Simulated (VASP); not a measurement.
## H: single point with PBE+D3(BJ)

H:

```
H
1.0
     7.34342    0.00000    0.00000
     0.00000    7.34342    0.00000
     0.00000    0.00000    7.34342
H
24
Cartesian
  2.4278 2.7582 1.6687
  2.0186 2.5992 2.2673
  5.2342 3.3749 4.6726
  5.0760 3.6081 4.0639
  2.3471 0.7479 5.5619
  1.6059 0.7864 5.4856
  8.0453 3.7529 4.5067
  7.7466 3.0298 4.3441
  4.8470 6.0050 -0.5784
  4.8233 6.3093 -1.2911
  3.7761 4.0965 7.1061
  3.0832 4.2922 7.4023
  -0.3842 6.2130 6.7480
  0.4248 6.2782 6.8221
  0.5901 5.7192 2.4622
  0.0572 5.3400 2.0591
  6.4465 0.1628 4.6316
  6.1404 0.7672 4.8466
  5.0976 6.4857 3.4182
  4.9375 5.7503 3.3806
  7.7418 1.9813 0.7928
  7.5479 1.2811 0.8014
  5.1769 1.7657 6.6918
  5.0331 2.3154 7.2780
```

```json
{
  "Program": "VASP 6.6.1",
  "Task": "single point",
  "Functional": "PBE",
  "Dispersion": "D3(BJ)",
  "Potentials or basis": "VASP PAW PBE potentials, release 64 (H)",
  "Cutoff": "400 eV",
  "k mesh": "1 × 1 × 1",
  "Occupations": "fermi-dirac, width 0.02 eV",
  "Spin": "no spin polarisation",
  "Dipole correction": "no",
  "Further INCAR settings": "ALGO = Normal; EDIFF = 1e-06; NBANDS = 30"
}
```

```yaml
Pressure: -0.5 GPa
Largest_force: 3.535 eV/Å
Band_gap_on_the_k_mesh: 8.55 eV
Dispersion_energy_per_atom: -0.014 eV
```

Forces on the atoms (eV/Å):
```
H    0.212  0.069 -0.161
H   -0.081 -0.023  0.268
H    0.809 -1.237  3.211
H   -0.867  1.198 -3.209
H    0.192 -0.014  0.018
H   -0.153  0.008 -0.012
H   -0.488 -1.235 -0.264
H    0.537  1.230  0.291
H   -0.086  0.355 -0.734
H   -0.006 -0.277  0.713
H   -0.810  0.200  0.311
H    0.713 -0.210 -0.307
H    1.736  0.116  0.148
H   -1.610 -0.150 -0.144
H   -0.383 -0.287 -0.298
H    0.413  0.292  0.309
H    0.701 -1.230 -0.454
H   -0.615  1.369  0.442
H   -0.076 -0.154 -0.066
H   -0.022  0.108 -0.026
H    0.185  0.755 -0.030
H   -0.276 -0.824 -0.022
H   -0.310  1.120  1.238
H    0.288 -1.180 -1.222
```

Stress tensor (GPa, compression positive):
```
-0.86 -0.17  0.19
-0.17 -0.47 -0.60
 0.19 -0.60 -0.13
```

Levels at points of the mesh, in eV from the valence-band top:
| k point | band 9 | band 10 | band 11 | band 12 | band 13 | band 14 | band 15 | band 16 |
| --- | --- | --- | --- | --- | --- | --- | --- | --- |
| (0.00, 0.00, 0.00) | -0.61 | -0.30 | -0.08 | 0.00 | 8.55 | 8.91 | 9.14 | 9.34 |

Wall time 15 s on 1 thread of Intel(R) Xeon(R) 6975P-C (Granite Rapids), with other jobs on the host, peak memory 0.3 GiB.

Caveat: the k points lie up to 0.86 Å⁻¹ apart.
